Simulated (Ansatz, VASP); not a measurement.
## Two plane-wave programs on Ir

POSCAR

```
Ir
1.0
    0.0000000000      1.9228496764      1.9228496764
    1.9228496764      0.0000000000      1.9228496764
    1.9228496764      1.9228496764      0.0000000000
Ir
1
Direct
    0.0000000000      0.0000000000      0.0000000000
```

The input INCAR.step1:

```
SYSTEM = Ir
ALGO = Normal ; EDIFF = 1E-5
ENCUT = 550 ; GGA = PE
GGA_COMPAT = .FALSE. ; ISMEAR = -1
LASPH = .TRUE. ; LCHARG = .FALSE.
LREAL = .FALSE. ; LWAVE = .TRUE.
NBANDS = 14 ; NELM = 120
PREC = Accurate ; SIGMA = 0.1
```

File INCAR.step2:

```
SYSTEM = Ir
ALGO = Normal ; EDIFF = 1E-6
ENCUT = 550 ; GGA_COMPAT = .FALSE.
ISIF = 2 ; ISMEAR = -1
ISTART = 1 ; LASPH = .TRUE.
LCHARG = .TRUE. ; LELF = .TRUE.
LMIXTAU = .TRUE. ; LREAL = .FALSE.
LVHAR = .TRUE. ; LWAVE = .FALSE.
METAGGA = R2SCAN ; NBANDS = 14
NELM = 120 ; PREC = Accurate
SIGMA = 0.1
```

The input KPOINTS:

```
k-points
0
G
  14 14 14
  0 0 0
```

Input for Ansatz:

```yaml
crystal:
  lattice:
    - [0.0, 1.9228496764, 1.9228496764]
    - [1.9228496764, 0.0, 1.9228496764]
    - [1.9228496764, 1.9228496764, 0.0]
  atoms:
    - { symbol: Ir, position: [0.0, 0.0, 0.0] }
hamiltonian:
  xc: r2scan
  pseudopotentials:
    kind: paw
    azcp:
      Ir: "pseudopotentials/Ir.paw.azcp"
basis:
  ecutwfc: 500
  fft_grid_basis: typed
kpoints:
  mp_grid: { grid: [14, 14, 14], shift: [0, 0, 0] }
magnetization:
  spin_polarized: false
scf:
  occupations: { method: fermi_dirac, width: 0.1 }
  lower_state_search: "off"
output:
  stress: true
  write_density: true
  write_potential: true
  elf: true
  volumetric_format: npy
```

Alike in both runs: task single point; functional r2SCAN; k mesh 14 × 14 × 14; occupations fermi-dirac, width 0.1 eV; no spin polarisation.

|  | VASP | Ansatz |
| --- | --- | --- |
| version | VASP 6.6.1 | Ansatz 0.2.0 |
| potentials or method | VASP PAW PBE potentials, release 64 (Ir_sv_GW), cutoff 550 eV | plane waves (500 eV) with PAW, scalar-relativistic |
| valence electrons in the cell | 17 | 17 |

```csv
,VASP,Ansatz,Ansatz less VASP
pressure (GPa),-2.2,0.0,+2.16
```

VASP's potentials were made for PBE, not for r2SCAN.

Spin-orbit coupling is off throughout.
